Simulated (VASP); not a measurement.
# SnO2 (R-3m) in VASP: single point with PBE+D3(BJ)

Aim: the single point of SnO2 with PBE+D3(BJ).

Program: VASP 6.6.1. These are calculated values, not measurements. Logs are shortened: lines on timing, memory, paths and dates and some standing lists are left out, and cuts for length are marked.

**1. The cell of the first run**

It takes space group R-3m (No. 166, trigonal). Conventional cell: a = 3.237 Å, b = 3.237 Å, c = 12.875 Å, α = 90.00°, β = 90.00°, γ = 120.00°. Sn (site symmetry -3m) has 6 O at 2.12 Å within 2.8 Å. Within 2.8 Å of O (site symmetry 3m) lie 3 Sn at 2.12 Å and 3 O at 2.72 Å.

**2. Single point, PBE+D3(BJ)**

Input file INCAR:

```
  PREC = Accurate
  ENCUT = 520
  EDIFF = 1E-6
  ISMEAR = 0
  SIGMA = 0.05
  LREAL = F
  LASPH = T
  NELM = 80
  ALGO = Normal
  ISIF = 2
  LWAVE = F
  LCHARG = F
  GGA = PE
  IVDW = 12
  NBANDS = 35
```

Input file KPOINTS:

```
Automatic mesh
0
Gamma
  8 6 6
```

Input file POSCAR:

```
SnO2
1.0
    1.6186264610     -2.8035432689      0.0000000000
    1.6186264610      0.9345144230      4.2918257460
   -4.8558793830     -2.8035432689      0.0000000000
Sn O
2 4
Direct
    0.5000000000      0.5000000000      0.0000000000
    0.0000000000      0.5000000000      0.5000000000
    0.5000000000      0.7308000579      0.7436000193
    1.0000000000      0.7308000579      0.2436000193
    0.5000000000      0.2691999421      0.2563999807
    1.0000000000      0.2691999421      0.7563999807
```

Potentials or basis: VASP PAW PBE potentials, release 64 (Sn_d, O).

Command:

```console
$ cat potpaw_PBE.64/Sn_d/POTCAR potpaw_PBE.64/O/POTCAR > POTCAR
$ mpirun -np 1 vasp_std > vasp.out
```

OUTCAR:

```text
PREC = Accurate
   ENCUT = 520
   EDIFF = 1E-6
   ISMEAR = 0
   LREAL = F
   LASPH = T
   NELM = 80
   ISIF = 2
   GGA = PE
   IVDW = 12
 IVDW          = 12

 ion  position               nearest neighbor table
   1  0.500  0.500  0.000-   4 2.12   6 2.12   4 2.12   6 2.12   5 2.12   3 2.12   2 3.24   2 3.24
                             2 3.24   2 3.24
   2  0.000  0.500  0.500-   3 2.12   5 2.12   3 2.12   5 2.12   4 2.12   6 2.12   1 3.24   1 3.24
                             1 3.24   1 3.24
   3  0.500  0.731  0.744-   2 2.12   2 2.12   1 2.12
   4  0.000  0.731  0.244-   1 2.12   1 2.12   2 2.12
   5  0.500  0.269  0.256-   2 2.12   2 2.12   1 2.12
   6  0.000  0.269  0.756-   1 2.12   1 2.12   2 2.12

  LATTYP: Found a simple monoclinic cell.
 ALAT       =     4.6811363002
 B/A-ratio  =     0.6915528014
 C/A-ratio  =     1.1978045881
 COS(beta)  =    -0.3992681960

  Lattice vectors:

 A1 = (   1.6186264610,   0.9345144230,   4.2918257460)
 A2 = (  -1.6186264610,   2.8035432689,   0.0000000000)
 A3 = (  -4.8558793830,  -2.8035432689,   0.0000000000)

Analysis of symmetry for initial positions (statically):
=====================================================================
 Subroutine PRICEL returns following result:

  LATTYP: Found a trigonal (rhomboedric) cell.
 ALAT       =     4.6811363002
 COS(alpha) =     0.7608773615

  Lattice vectors:

 A1 = (  -1.6186264610,  -0.9345144230,  -4.2918257460)
 A2 = (   0.0000000000,   1.8690288459,  -4.2918257460)
 A3 = (   1.6186264610,  -0.9345144230,  -4.2918257460)

   2 primitive cells build up your supercell.

 Routine SETGRP: Setting up the symmetry group for a
 simple monoclinic supercell.

 Subroutine GETGRP returns: Found  4 space group operations
 (whereof  4 operations were pure point group operations)
 out of a pool of  4 trial point group operations.

The static configuration has the point symmetry C_2h.

Analysis of symmetry for dynamics (positions and initial velocities):
=====================================================================
 Subroutine PRICEL returns following result:

  LATTYP: Found a trigonal (rhomboedric) cell.
 ALAT       =     4.6811363002
 COS(alpha) =     0.7608773615

  Lattice vectors:

 A1 = (  -1.6186264610,  -0.9345144230,  -4.2918257460)
 A2 = (   0.0000000000,   1.8690288459,  -4.2918257460)
 A3 = (   1.6186264610,  -0.9345144230,  -4.2918257460)

   2 primitive cells build up your supercell.

 Routine SETGRP: Setting up the symmetry group for a
 simple monoclinic supercell.

 Subroutine GETGRP returns: Found  4 space group operations
 (whereof  4 operations were pure point group operations)
 out of a pool of  4 trial point group operations.

The dynamic configuration has the point symmetry C_2h.

 Subroutine INISYM returns: Found  4 space group operations
 (whereof  4 operations are pure point group operations),
 and found     2 'primitive' translations

----------------------------------------------------------------------------------------

                                     Primitive cell

  volume of cell :      38.9517

  direct lattice vectors                    reciprocal lattice vectors
    -1.618626461 -0.934514423 -4.291825746    -0.308903884 -0.178345740 -0.077667024
     0.000000000  1.869028846 -4.291825746     0.000000000  0.356691481 -0.077667024
     1.618626461 -0.934514423 -4.291825746     0.308903884 -0.178345740 -0.077667024

  length of vectors
     4.681136300  4.681136300  4.681136300     0.365049283  0.365049283  0.365049283

  position of ions in fractional coordinates (direct lattice)
     0.500000000  0.500000000  0.500000000
     0.756399981  0.756399981  0.756399981
     0.243600019  0.243600019  0.243600019

  ion indices of the primitive-cell ions
   primitive index   ion index
                 1           1
                 2           3
                 3           5

----------------------------------------------------------------------------------------

 KPOINTS: Automatic mesh

Automatic generation of k-mesh.
 Grid dimensions read from file:
 generate k-points for:    8    6    6

 Generating k-lattice:

  Cartesian coordinates                     Fractional coordinates (reciprocal lattice)
     0.019306493 -0.033439826  0.000000000     0.125000000  0.000000000 -0.000000000
     0.000000000  0.000000000  0.038833512     0.000000000  0.166666667  0.000000000
    -0.025741990 -0.014862145  0.012944504     0.000000000 -0.000000000  0.166666667

  Length of vectors
     0.038612985  0.038833512  0.032420574

  Shift w.r.t. Gamma in fractional coordinates (k-lattice)
     0.000000000  0.000000000  0.000000000

 Subroutine IBZKPT returns following result:
 ===========================================

 Found    100 irreducible k-points:

 Following reciprocal coordinates:
            Coordinates               Weight
  0.000000  0.000000  0.000000      1.000000
  0.125000 -0.000000  0.000000      2.000000
  0.250000 -0.000000  0.000000      2.000000
  0.375000 -0.000000  0.000000      2.000000
  0.500000 -0.000000  0.000000      1.000000
  0.000000  0.166667  0.000000      2.000000
[... 16 lines left out ...]
  0.250000  0.000000  0.166667      4.000000
  0.375000 -0.000000  0.166667      4.000000
 [... further k-points ...]
   k-points           NKPTS =    100   k-points in BZ     NKDIM =    100   number of bands    NBANDS=     35
   number of dos      NEDOS =    301   number of ions     NIONS =      6
   total plane-waves  NPLWV =  36288
   dimension x,y,z NGX =    24 NGY =   36 NGZ =   42
   dimension x,y,z NGXF=    48 NGYF=   72 NGZF=   84
   ions per type =               2   4
   NGX,Y,Z   is equivalent  to a cutoff of  12.32, 12.79, 12.45 a.u.
   NGXF,Y,Z  is equivalent  to a cutoff of  24.65, 25.57, 24.91 a.u.
 SYSTEM =  unknown system
   PREC   = accura    normal or accurate (medium, high low for compatibility)
   ISTART =      0    job   : 0-new  1-cont  2-samecut
   ICHARG =      2    charge: 1-file 2-atom 10-const
   ISPIN  =      1    spin polarized calculation?
   LNONCOLLINEAR =      F non collinear calculations
   LSORBIT =      F    spin-orbit coupling
   LASPH  =      T    aspherical Exc in radial PAW
   ENCUT  =  520.0 eV  38.22 Ry    6.18 a.u.   6.02  8.70 10.43*2*pi/ulx,y,z
   NELM   =     80;   NELMIN=  2; NELMDL= -5     # of ELM steps
   EDIFF  = 0.1E-05   stopping-criterion for ELM
   LREAL  =      F    real-space projection
   EDIFFG = 0.1E-04   stopping-criterion for IOM
   NSW    =      0    number of steps for IOM
   IBRION =     -1    ionic relax: 0-MD 1-quasi-New 2-CG
   NFREE  =      0    steps in history (QN), initial steepest desc. (CG)
   ISIF   =      2    stress and relaxation
   ISYM   =      2    0-nonsym 1-usesym 2-fastsym
   POTIM  = 0.5000    time-step for ionic-motion
   TEBEG  =    0.0;   TEEND  =   0.0 temperature during run
   PSTRESS=    0.0 pullay stress
   NELECT =      52.0000    total number of electrons
   NUPDOWN=      -1.0000    fix difference up-down
   EMIN   =  10.00;   EMAX   =-10.00  energy-range for DOS
   EFERMI =   0.00;   METHOD = LEGACY
   ISMEAR =     0;   SIGMA  =   0.05  broadening in eV -4-tet -1-fermi 0-gaus
   EFERMI_NEDOS =   21; number of points for ismear=-14 and -15
   IALGO  =     38    algorithm
   IMIX   =      4    mixing-type and parameters
     AMIX     =   0.40;   BMIX     =  1.00
     AMIX_MAG =   1.60;   BMIX_MAG =  1.00
  volume/ion in A,a.u.               =      12.98        87.62
  Fermi-wavevector in a.u.,A,eV,Ry     =   1.430729  2.703685 27.850916  2.046985
  Thomas-Fermi vector in A             =   2.550542
   LORBIT       =      0    0 simple, 1 ext, 2 COOP (PROOUT), +10 PAW based schemes
   GGA     = PE    functional components
   LHFCALC =     F    Hartree Fock is set to
   AEXX    =    0.0000 exact exchange contribution
   IVDW    =    12    specifies the selected vdW correction
   LEPSILON=     F    determine dielectric tensor
   LRPA    =     F    only Hartree local field effects (RPA)
 non-spin polarized calculation
 Gauss-broadening in eV      SIGMA  =   0.05
  energy-cutoff  :      520.00
  volume of cell :       77.90
 maximum number of plane-waves:      2118
   NGX = 13   NGY = 17   NGZ = 21

 number of electron      51.9999999 magnetization

 Free energy of the ion-electron system (eV)
  ---------------------------------------------------
  ext. energy  EPLUGINS =         0.00000000
  ---------------------------------------------------
  free energy    TOTEN  =       -36.33062067 eV

  energy without entropy =      -36.33062067  energy(sigma->0) =      -36.33062067

 E-fermi :   5.1220     XC(G=0): -10.7306

 val. band max:        4.8697621970   @ k =   0.0000   0.0000   0.0000
 cond. band min:       6.4237755791   @ k =   0.0000   0.0000   0.0000
 fundamental gap:      1.5540133821
 Fermi energy:         5.1219684102

 k-point     1 :       0.0000    0.0000    0.0000
  band No.  band energies     occupation
      1     -15.9424      2.00000
      2     -15.3887      2.00000
      3     -15.1454      2.00000
      4     -15.1454      2.00000
      5     -15.1076      2.00000
      6     -15.0596      2.00000
[... 27 lines left out ...]
     34      15.9650      0.00000
     35      17.4976      0.00000

 k-point     2 :       0.1250   -0.0000    0.0000
  band No.  band energies     occupation
      1     -15.8803      2.00000
      2     -15.3427      2.00000
      3     -15.2390      2.00000
      4     -15.1686      2.00000
      5     -15.1206      2.00000
      6     -15.0858      2.00000
[... 27 lines left out ...]
     34      15.9080      0.00000
     35      16.6610      0.00000
[... 796 lines left out ...]
     34      16.5328      0.00000
     35      16.5435      0.00000

 k-point    24 :       0.3750   -0.0000    0.1667
  band No.  band energies     occupation
      1     -15.7507      2.00000
      2     -15.7260      2.00000
      3     -15.3788      2.00000
      4     -15.1757      2.00000
      5     -15.0636      2.00000
      6     -15.0390      2.00000
[... 27 lines left out ...]
     34      16.7266      0.00000
     35      17.1591      0.00000

 [... further k-points ...]

------------------------ aborting loop because EDIFF is reached ----------------------------------------

 Edisp (eV)   -1.20606

 E8    (eV) :    -0.4795

  FORCE on cell =-STRESS in cart. coord.  units (eV):
  Direction    XX          YY          ZZ          XY          YZ          ZX
  --------------------------------------------------------------------------------------
  -------------------------------------------------------------------------------------
  Total       0.44172     0.44188     0.11036    -0.00013     0.00011     0.00019
  in kB       9.08458     9.08775     2.26972    -0.00275     0.00227     0.00393
  external pressure =        6.81 kB  Pullay stress =        0.00 kB

 VOLUME and BASIS-vectors are now :
 -----------------------------------------------------------------------------
  energy-cutoff  :      520.00
  volume of cell :       77.90
      direct lattice vectors                 reciprocal lattice vectors
     1.618626461 -2.803543269  0.000000000     0.154451942 -0.267518611  0.000000000
     1.618626461  0.934514423  4.291825746     0.000000000  0.000000000  0.233001072
    -4.855879383 -2.803543269  0.000000000    -0.154451942 -0.089172870  0.077667024

 POSITION                                       TOTAL-FORCE (eV/Angst)
 -----------------------------------------------------------------------------------
      1.61863     -0.93451      2.14591         0.000000     -0.000000      0.000000
     -1.61863     -0.93451      2.14591        -0.000000     -0.000000      0.000000
     -1.61863     -2.80354      3.13647        -0.000093     -0.000053      0.056639
      0.00000      0.00000      3.13647        -0.000093     -0.000053      0.056639
     -0.00000     -1.86903      1.15536         0.000093      0.000053     -0.056639
     -3.23725     -1.86903      1.15536         0.000093      0.000053     -0.056639
 -----------------------------------------------------------------------------------
    total drift:                                0.000000     -0.000000     -0.000000

  FREE ENERGIE OF THE ION-ELECTRON SYSTEM (eV)
  ---------------------------------------------------
  free  energy   TOTEN  =       -37.5366828805 eV

  energy  without entropy=      -37.5366828805  energy(sigma->0) =      -37.53668288
```

Run time: 3.9 min. Hardware: 1 thread of Intel Xeon 8259CL, shared host; peak memory 0.34 GiB.

Results:

| Quantity | Value |
| --- | --- |
| Free energy | -37.5367 eV |
| Pressure | 0.7 GPa |
| Largest force | 0.057 eV/Å |
| Band gap on the k mesh | 1.55 eV |
| Dispersion energy per atom | -0.201 eV |

Forces in eV/Å, atoms in the order of the input:
```
Sn   0.000  0.000  0.000
Sn   0.000  0.000  0.000
O    0.000  0.000  0.057
O    0.000  0.000  0.057
O    0.000  0.000 -0.057
O    0.000  0.000 -0.057
```

Levels at points of the mesh, in eV from the valence-band top:
| k point | band 24 | band 25 | band 26 | band 27 | band 28 | band 29 |
| --- | --- | --- | --- | --- | --- | --- |
| (0.00, 0.00, 0.00) | -0.57 | -0.05 | 0.00 | 1.55 | 4.78 | 5.44 |
| (0.50, 0.00, 0.00) | -1.25 | -0.17 | -0.17 | 5.55 | 5.55 | 8.77 |
| (0.00, 0.50, 0.00) | -1.09 | -1.07 | -0.95 | 3.48 | 5.30 | 5.74 |
| (0.50, 0.50, 0.00) | -0.52 | -0.40 | -0.40 | 5.55 | 5.55 | 8.65 |
| (0.00, 0.00, 0.50) | -0.77 | -0.08 | -0.08 | 4.07 | 4.07 | 6.63 |
| (0.50, 0.00, 0.50) | -1.07 | -0.95 | -0.95 | 5.30 | 5.30 | 7.83 |
| (0.00, 0.50, 0.50) | -0.89 | -0.59 | -0.59 | 4.48 | 4.48 | 7.37 |
| (0.50, 0.50, 0.50) | -0.57 | -0.05 | -0.05 | 4.78 | 4.78 | 6.71 |

Caveat: spin-orbit coupling is left out, which moves the levels of the heavy elements.
